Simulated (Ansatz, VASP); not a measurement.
## One calculation of Mo, two programs

POSCAR

```
Mo
1.0
    2.6593012517      0.0000000000      0.0000000000
    0.0000000000      2.6593012517      0.0000000000
    0.0000000000      0.0000000000      2.6593012517
Mo
1
Direct
    0.0000000000      0.0000000000      0.0000000000
```

Contents of INCAR.step1:

```
SYSTEM = Mo
ALGO = Normal ; EDIFF = 1E-5
ENCUT = 550 ; GGA = PE
GGA_COMPAT = .False. ; ISMEAR = -1
LASPH = .True. ; LCHARG = .False.
LREAL = .False. ; LWAVE = .True.
NBANDS = 13 ; NELM = 120
PREC = Accurate ; SIGMA = 0.1
```

INCAR.step2

```
SYSTEM = Mo
ALGO = Normal ; EDIFF = 1E-6
ENCUT = 550 ; GGA_COMPAT = .False.
ISIF = 2 ; ISMEAR = -1
ISTART = 1 ; LASPH = .True.
LCHARG = .False. ; LMIXTAU = .True.
LREAL = .False. ; LWAVE = .False.
METAGGA = R2SCAN ; NBANDS = 13
NELM = 120 ; PREC = Accurate
SIGMA = 0.1
```

Contents of KPOINTS:

```
k-points
0
Gamma
  14 14 14
  0 0 0
```

Input for Ansatz:

```yaml
crystal:
  lattice:
    - [2.6593012517, 0.0, 0.0]
    - [0.0, 2.6593012517, 0.0]
    - [0.0, 0.0, 2.6593012517]
  atoms:
    - { symbol: Mo, position: [0.0, 0.0, 0.0] }
hamiltonian:
  xc: r2scan
  pseudopotentials:
    kind: paw
    azcp:
      Mo: "pseudopotentials/Mo.paw.azcp"
basis:
  ecutwfc: 500
  fft_grid_basis: typed
kpoints:
  mp_grid: { grid: [14, 14, 14], shift: [0, 0, 0] }
magnetization:
  spin_polarized: false
scf:
  occupations: { method: fermi_dirac, width: 0.1 }
  lower_state_search: "off"
output:
  stress: true
```

Alike in both runs: task single point; functional r2SCAN; k mesh 14 × 14 × 14; occupations fermi-dirac, width 0.1 eV; no spin polarisation.

|  | VASP | Ansatz |
| --- | --- | --- |
| version | VASP 6.6.1 | Ansatz 0.2.0 |
| potentials or method | VASP PAW PBE potentials, release 64 (Mo_sv), cutoff 550 eV | plane waves (500 eV) with PAW, scalar-relativistic |
| valence electrons in the cell | 14 | 14 |

```tsv
	VASP	Ansatz	Ansatz less VASP
pressure (GPa)	-13.1	-13.8	-0.69
```

VASP's potentials were made for PBE, not for r2SCAN.
